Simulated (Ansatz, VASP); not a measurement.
Ge2Sb2Te5: VASP beside Ansatz

```
CELL_PARAMETERS angstrom
4.17530 0.00000 0.00000
-2.08765 3.61592 0.00000
0.00000 0.00000 16.91277
ATOMIC_POSITIONS crystal
Ge 0.00000 0.00000 0.33896
Ge 0.00000 0.00000 0.66104
Sb 0.33333 0.66667 0.11737
Sb 0.66667 0.33333 0.88263
Te 0.00000 0.00000 0.00000
Te 0.33333 0.66667 0.77971
Te 0.66667 0.33333 0.22029
Te 0.33333 0.66667 0.42191
Te 0.66667 0.33333 0.57809
```

Alike in both runs: functional LDA; k mesh 10 × 10 × 2; occupations gaussian, width 0.05 eV; no spin polarisation.

Ansatz relaxed the structure, and its values are those at the end. VASP's run is a single point on that final structure, the one shown.

```csv
,VASP,Ansatz
version,VASP 6.6.1,Ansatz 0.2.0
potentials or method,"VASP PAW LDA potentials, release 64 (Ge_d, Sb, Te)","scalar-relativistic, plane waves, PAW"
plane-wave cutoff (eV),520,420
valence electrons in the cell,68,138
```

```csv
,VASP,Ansatz,Ansatz less VASP
pressure (GPa),0.2,0.0,-0.24
rms of the force components (eV/Å),0.019,0.000,-0.0183
```

LDA's correlation is that of Perdew and Zunger in VASP and of Perdew and Wang (1992) in Ansatz. VASP's potentials hold 68 valence electrons a cell and Ansatz's 138, so a difference there can come from the potentials and not from the codes.

Neither program's run includes spin-orbit coupling.
